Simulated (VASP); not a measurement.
# PtS2: single point with LDA

The system is PtS2.

```
CELL_PARAMETERS angstrom
3.56667 0.00000 0.00000
-1.78333 3.08882 0.00000
0.00000 0.00000 5.07217
ATOMIC_POSITIONS crystal
Pt 0.00000 0.00000 0.00000
S 0.66667 0.33333 0.77300
S 0.33333 0.66667 0.22700
```

```
Program                : VASP 6.6.1
Task                   : single point
Functional             : LDA
Potentials or basis    : VASP PAW LDA potentials, release 64 (Pt, S)
Cutoff                 : 520 eV
k mesh                 : 9 × 9 × 5
Occupations            : fermi-dirac, width 0.05 eV
Spin                   : no spin polarisation
Dipole correction      : no
Further INCAR settings : ALGO = Normal; EDIFF = 1e-06; NBANDS = 18
```

* Pressure: 0.4 GPa
* Largest force: 0.513 eV/Å
* Band gap on the k mesh: 0.89 eV (least direct gap 0.94 eV)

Forces on the atoms (eV/Å):
```
Pt   0.000  0.000  0.000
S    0.000  0.000 -0.513
S    0.000  0.000  0.513
```

Stress tensor (GPa, compression positive):
```
0.06 0.00 0.00
0.00 0.06 0.00
0.00 0.00 1.16
```

Levels at points of the mesh, in eV from the valence-band top:
```csv
k point,band 9,band 10,band 11,band 12,band 13,band 14
"(0.00, 0.00, 0.00)",-1.12,-1.12,-0.12,2.36,2.36,4.65
```

Run time: 49 s on 1 thread of Intel Xeon 8259CL, with other jobs on the host, peak memory 0.18 GiB.

Caveat: spin-orbit coupling is left out, which moves the levels of the heavy elements; an odd mesh through Γ misses points on the zone boundary, where band edges can lie. As with any semilocal functional, this LDA gap is likely too small.
